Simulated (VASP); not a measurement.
# CoH (Fm-3m) in VASP: further runs

CoH is run at these levels: PBEsol; tasks: single point.

Program: VASP 6.6.1. These are calculated values, not measurements. Logs are shortened: lines on timing, memory, paths and dates and some standing lists are left out, and cuts for length are marked.

## (1) The cell of the first run

Symmetry: Fm-3m, No. 225, cubic system. The conventional cell has a = 3.500 Å, b = 3.500 Å, c = 3.500 Å, α = 90.00°, β = 90.00°, γ = 90.00°. Co (site symmetry m-3m) has 6 H at 1.75 Å within 2.3 Å. H (site symmetry m-3m) has 6 Co at 1.75 Å within 2.3 Å.

## (2) Single point, PBEsol, collinear spin, ferromagnetic start

The input, INCAR:

```
SYSTEM = CoH
PREC = Accurate ; ENCUT = 520
EDIFF = 1E-7 ; ISMEAR = -1
SIGMA = 0.1 ; LREAL = .False.
LASPH = .True. ; NELM = 150
ALGO = Normal ; ISIF = 2
LWAVE = .False. ; LCHARG = .True.
ISPIN = 2 ; MAGMOM = 3.2 0
LORBIT = 11 ; LMAXMIX = 4
GGA = PS ; LELF = .True.
LVHAR = .True. ; NBANDS = 16
```

The input, KPOINTS:

```
regular mesh
0
Gamma
  15 15 15
  0 0 0
```

The input, POSCAR:

```
CoH
1.0
    0.0000000000      1.7499370245      1.7499370245
    1.7499370245      0.0000000000      1.7499370245
    1.7499370245      1.7499370245      0.0000000000
Co H
1 1
Direct
    0.0000000000      0.0000000000      0.0000000000
    0.5000000000      0.5000000000      0.5000000000
```

Potentials or basis: VASP PAW PBE potentials, release 64 (Co, H).

On the command line:

```console
> cat potpaw_PBE.64/Co/POTCAR potpaw_PBE.64/H/POTCAR > POTCAR
> mpirun -np 1 vasp_std > vasp.out
```

OUTCAR:

```text
SYSTEM = CoH
   PREC = Accurate
   ENCUT = 520
   EDIFF = 1E-7
   ISMEAR = -1
   LREAL = .False.
   LASPH = .True.
   NELM = 150
   ISIF = 2
   ISPIN = 2
   LORBIT = 11
   GGA = PS

 ion  position               nearest neighbor table
   1  0.000  0.000  0.000-   2 1.75   2 1.75   2 1.75   2 1.75   2 1.75   2 1.75
   2  0.500  0.500  0.500-   1 1.75   1 1.75   1 1.75   1 1.75   1 1.75   1 1.75

  LATTYP: Found a face centered cubic cell.
 ALAT       =     3.4998740490

  Lattice vectors:

 A1 = (   0.0000000000,   1.7499370245,   1.7499370245)
 A2 = (   1.7499370245,   0.0000000000,   1.7499370245)
 A3 = (   1.7499370245,   1.7499370245,   0.0000000000)

Analysis of symmetry for initial positions (statically):
=====================================================================
 Subroutine PRICEL returns:
 Original cell was already a primitive cell.

 Routine SETGRP: Setting up the symmetry group for a
 face centered cubic supercell.

 Subroutine GETGRP returns: Found 48 space group operations
 (whereof 48 operations were pure point group operations)
 out of a pool of 48 trial point group operations.

The static configuration has the point symmetry O_h .

Analysis of symmetry for dynamics (positions and initial velocities):
=====================================================================
 Subroutine PRICEL returns:
 Original cell was already a primitive cell.

 Routine SETGRP: Setting up the symmetry group for a
 face centered cubic supercell.

 Subroutine GETGRP returns: Found 48 space group operations
 (whereof 48 operations were pure point group operations)
 out of a pool of 48 trial point group operations.

The dynamic configuration has the point symmetry O_h .

Analysis of structural, dynamic, and magnetic symmetry:
=====================================================================
 Subroutine PRICEL returns:
 Original cell was already a primitive cell.

 Routine SETGRP: Setting up the symmetry group for a
 face centered cubic supercell.

 Subroutine GETGRP returns: Found 48 space group operations
 (whereof 48 operations were pure point group operations)
 out of a pool of 48 trial point group operations.

The overall configuration has the point symmetry O_h .

 Subroutine INISYM returns: Found 48 space group operations
 (whereof 48 operations are pure point group operations),
 and found     1 'primitive' translations

----------------------------------------------------------------------------------------

                                     Primitive cell

  volume of cell :      10.7176

  direct lattice vectors                    reciprocal lattice vectors
     0.000000000  1.749937025  1.749937025    -0.285724568  0.285724568  0.285724568
     1.749937025  0.000000000  1.749937025     0.285724568 -0.285724568  0.285724568
     1.749937025  1.749937025  0.000000000     0.285724568  0.285724568 -0.285724568

  length of vectors
     2.474784673  2.474784673  2.474784673     0.494889468  0.494889468  0.494889468

  position of ions in fractional coordinates (direct lattice)
     0.000000000  0.000000000  0.000000000
     0.500000000  0.500000000  0.500000000

  ion indices of the primitive-cell ions
   primitive index   ion index
                 1           1
                 2           2

----------------------------------------------------------------------------------------

 KPOINTS: regular mesh

Automatic generation of k-mesh.
 Grid dimensions read from file:
 generate k-points for:   15   15   15

 Generating k-lattice:

  Cartesian coordinates                     Fractional coordinates (reciprocal lattice)
    -0.019048305  0.019048305  0.019048305     0.066666667  0.000000000  0.000000000
     0.019048305 -0.019048305  0.019048305     0.000000000  0.066666667  0.000000000
     0.019048305  0.019048305 -0.019048305     0.000000000  0.000000000  0.066666667

  Length of vectors
     0.032992631  0.032992631  0.032992631

  Shift w.r.t. Gamma in fractional coordinates (k-lattice)
     0.000000000  0.000000000  0.000000000

 Subroutine IBZKPT returns following result:
 ===========================================

 Found    120 irreducible k-points:

 Following reciprocal coordinates:
            Coordinates               Weight
  0.000000  0.000000  0.000000      1.000000
  0.066667  0.000000  0.000000      8.000000
  0.133333  0.000000  0.000000      8.000000
  0.200000  0.000000  0.000000      8.000000
  0.266667  0.000000  0.000000      8.000000
  0.333333  0.000000  0.000000      8.000000
[... 16 lines left out ...]
  0.133333  0.133333  0.000000      6.000000
  0.200000  0.133333  0.000000     24.000000
 [... further k-points ...]
   k-points           NKPTS =    120   k-points in BZ     NKDIM =    120   number of bands    NBANDS=     16
   number of dos      NEDOS =    301   number of ions     NIONS =      2
   total plane-waves  NPLWV =   5832
   dimension x,y,z NGX =    18 NGY =   18 NGZ =   18
   dimension x,y,z NGXF=    36 NGYF=   36 NGZF=   36
   ions per type =               1   1
   NGX,Y,Z   is equivalent  to a cutoff of  12.09, 12.09, 12.09 a.u.
   NGXF,Y,Z  is equivalent  to a cutoff of  24.18, 24.18, 24.18 a.u.
 SYSTEM =  CoH
   PREC   = accura    normal or accurate (medium, high low for compatibility)
   ISTART =      0    job   : 0-new  1-cont  2-samecut
   ICHARG =      2    charge: 1-file 2-atom 10-const
   ISPIN  =      2    spin polarized calculation?
   LNONCOLLINEAR =      F non collinear calculations
   LSORBIT =      F    spin-orbit coupling
   LASPH  =      T    aspherical Exc in radial PAW
   ENCUT  =  520.0 eV  38.22 Ry    6.18 a.u.   4.60  4.60  4.60*2*pi/ulx,y,z
   NELM   =    150;   NELMIN=  2; NELMDL= -5     # of ELM steps
   EDIFF  = 0.1E-06   stopping-criterion for ELM
   LREAL  =      F    real-space projection
   EDIFFG = 0.1E-05   stopping-criterion for IOM
   NSW    =      0    number of steps for IOM
   IBRION =     -1    ionic relax: 0-MD 1-quasi-New 2-CG
   NFREE  =      0    steps in history (QN), initial steepest desc. (CG)
   ISIF   =      2    stress and relaxation
   ISYM   =      2    0-nonsym 1-usesym 2-fastsym
   POTIM  = 0.5000    time-step for ionic-motion
   TEBEG  =    0.0;   TEEND  =   0.0 temperature during run
   PSTRESS=    0.0 pullay stress
   NELECT =      10.0000    total number of electrons
   NUPDOWN=      -1.0000    fix difference up-down
   EMIN   =  10.00;   EMAX   =-10.00  energy-range for DOS
   EFERMI =   0.00;   METHOD = LEGACY
   ISMEAR =    -1;   SIGMA  =   0.10  broadening in eV -4-tet -1-fermi 0-gaus
   EFERMI_NEDOS =   21; number of points for ismear=-14 and -15
   IALGO  =     38    algorithm
   IMIX   =      4    mixing-type and parameters
     AMIX     =   0.40;   BMIX     =  1.00
     AMIX_MAG =   1.60;   BMIX_MAG =  1.00
  volume/ion in A,a.u.               =       5.36        36.16
  Fermi-wavevector in a.u.,A,eV,Ry     =   1.599714  3.023022 34.818474  2.559086
  Thomas-Fermi vector in A             =   2.696964
   LORBIT       =     11    0 simple, 1 ext, 2 COOP (PROOUT), +10 PAW based schemes
   GGA     = PS    functional components
   LHFCALC =     F    Hartree Fock is set to
   AEXX    =    0.0000 exact exchange contribution
   IVDW    =     0    specifies the selected vdW correction
   LEPSILON=     F    determine dielectric tensor
   LRPA    =     F    only Hartree local field effects (RPA)
 spin polarized calculation
  energy-cutoff  :      520.00
  volume of cell :       10.72
 maximum number of plane-waves:       302
   NGX =  9   NGY =  9   NGZ =  9

 number of electron      10.0000000 magnetization       3.2000000

 number of electron       9.9999995 magnetization       0.9634203

 Free energy of the ion-electron system (eV)
  ---------------------------------------------------
  ext. energy  EPLUGINS =         0.00000000
  ---------------------------------------------------
  free energy    TOTEN  =       -11.02078510 eV

  energy without entropy =      -10.98071364  energy(sigma->0) =      -11.00074937

 E-fermi :  12.5019     XC(G=0): -14.4670

 val. band max:       12.4976983282   @ k =   0.3333   0.0667   0.0000
 cond. band min:      12.5063816379   @ k =   0.4667   0.3333   0.1333
 fundamental gap:      0.0086833097
 Fermi energy:        12.5019185814

 spin component 1

 k-point     1 :       0.0000    0.0000    0.0000
  band No.  band energies     occupation
      1      -1.4267      1.00000
      2       9.5700      1.00000
      3       9.5700      1.00000
      4       9.5700      1.00000
      5      10.9078      1.00000
      6      10.9078      1.00000
[... 8 lines left out ...]
     15      49.6381      0.00000
     16      51.5326      0.00000

 k-point     2 :       0.0667    0.0000    0.0000
  band No.  band energies     occupation
      1      -1.2587      1.00000
      2       9.5026      1.00000
      3       9.6167      1.00000
      4       9.6167      1.00000
      5      10.8773      1.00000
      6      10.8773      1.00000
[... 8 lines left out ...]
     15      49.5062      0.00000
     16      49.8402      0.00000

 k-point     3 :       0.1333    0.0000    0.0000
  band No.  band energies     occupation
      1      -0.7628      1.00000
      2       9.3080      1.00000
      3       9.7241      1.00000
      4       9.7241      1.00000
      5      10.8216      1.00000
      6      10.8216      1.00000
[... 8 lines left out ...]
     15      48.0760      0.00000
     16      48.0760      0.00000
[... 362 lines left out ...]
 k-point    23 :       0.1333    0.1333    0.0000
  band No.  band energies     occupation
      1      -0.5633      1.00000
      2       9.1597      1.00000
      3       9.8703      1.00000
      4       9.8703      1.00000
      5      10.4391      1.00000
      6      11.0525      1.00000
[... 8 lines left out ...]
     15      44.6710      0.00000
     16      49.7435      0.00000

 k-point    24 :       0.2000    0.1333    0.0000
  band No.  band energies     occupation
      1      -0.0045      1.00000
      2       8.9473      1.00000
      3       9.9056      1.00000
      4      10.0123      1.00000
      5      10.3603      1.00000
      6      11.1289      1.00000
[... 8 lines left out ...]
     15      47.0844      0.00000
     16      49.7102      0.00000

 [... further k-points ...]

 spin component 2

 k-point     1 :       0.0000    0.0000    0.0000
  band No.  band energies     occupation
      1      -1.4080      1.00000
      2      10.6043      1.00000
      3      10.6043      1.00000
      4      10.6043      1.00000
      5      11.8223      0.99888
      6      11.8223      0.99888
[... 8 lines left out ...]
     15      51.9575      0.00000
     16      51.9575      0.00000

 k-point     2 :       0.0667    0.0000    0.0000
  band No.  band energies     occupation
      1      -1.2400      1.00000
      2      10.5254      1.00000
      3      10.6532      1.00000
      4      10.6532      1.00000
      5      11.7889      0.99920
      6      11.7889      0.99920
[... 8 lines left out ...]
     15      50.1942      0.00000
     16      50.1942      0.00000

 k-point     3 :       0.1333    0.0000    0.0000
  band No.  band energies     occupation
      1      -0.7438      1.00000
      2      10.2962      1.00000
      3      10.7579      1.00000
      4      10.7579      1.00000
      5      11.7348      0.99953
      6      11.7348      0.99953
[... 8 lines left out ...]
     15      48.4197      0.00000
     16      48.4197      0.00000
[... 362 lines left out ...]
 k-point    23 :       0.1333    0.1333    0.0000
  band No.  band energies     occupation
      1      -0.5434      1.00000
      2      10.1483      1.00000
      3      10.9154      1.00000
      4      10.9154      1.00000
      5      11.3040      0.99999
      6      11.9742      0.99492
[... 8 lines left out ...]
     15      44.8251      0.00000
     16      51.9367      0.00000

 k-point    24 :       0.2000    0.1333    0.0000
  band No.  band energies     occupation
      1       0.0174      1.00000
      2       9.9071      1.00000
      3      10.8562      1.00000
      4      11.0524      1.00000
      5      11.2980      0.99999
      6      12.0648      0.98752
[... 8 lines left out ...]
     15      47.1594      0.00000
     16      51.8715      0.00000

 [... further k-points ...]
[... 5 lines left out ...]
  --------------------------------------------------------------------------------------
  -------------------------------------------------------------------------------------
  Total        2.6456537      2.6456537      2.6456537      0.0000000      0.0000000      0.0000000
  in kB      395.4998565    395.4998565    395.4998565      0.0000000      0.0000000      0.0000000
  external PRESSURE =     395.4998565 kB  Pullay stress =       0.0000000 kB

 VOLUME and BASIS-vectors are now :
 -----------------------------------------------------------------------------
  energy-cutoff  :      520.00
  volume of cell :       10.72
      direct lattice vectors                 reciprocal lattice vectors
     0.000000000  1.749937025  1.749937025    -0.285724568  0.285724568  0.285724568
     1.749937025  0.000000000  1.749937025     0.285724568 -0.285724568  0.285724568
     1.749937025  1.749937025  0.000000000     0.285724568  0.285724568 -0.285724568

 POSITION                                       TOTAL-FORCE (eV/Angst)
 -----------------------------------------------------------------------------------
      0.00000      0.00000      0.00000         0.000000      0.000000      0.000000
      1.74994      1.74994      1.74994         0.000000     -0.000000     -0.000000
 -----------------------------------------------------------------------------------
    total drift:                               -0.000000      0.000000      0.000000

  FREE ENERGIE OF THE ION-ELECTRON SYSTEM (eV)
  ---------------------------------------------------
  free  energy   TOTEN  =       -11.0207850966 eV

  energy  without entropy=      -10.9807136407  energy(sigma->0) =      -11.00074937

 total charge

# of ion       s       p       d       tot
------------------------------------------
    1        0.470   0.700   7.585   8.755
    2        0.539   0.057   0.000   0.596
--------------------------------------------------
tot          1.009   0.757   7.585   9.351

 magnetization (x)

# of ion       s       p       d       tot
------------------------------------------
    1       -0.007  -0.019   1.001   0.975
    2       -0.006  -0.003   0.000  -0.009
--------------------------------------------------
tot         -0.014  -0.022   1.001   0.965
```

Wall time 30 s (1 thread of Intel Xeon Platinum 8559C (Emerald Rapids), shared host); peak memory 0.14 GiB.

Results:

* Free energy: -11.0208 eV
* Pressure: 39.5 GPa
* Net moment: 0.96 μB per cell
* Site moments: Co +0.97; H -0.01 μB
* Valence electrons inside the program's atomic spheres: Co 8.76; H 0.60

Caveat: the PAW data sets were made with another functional, which shifts forces and pressure a little.

(Continued in part 2 of 2.)
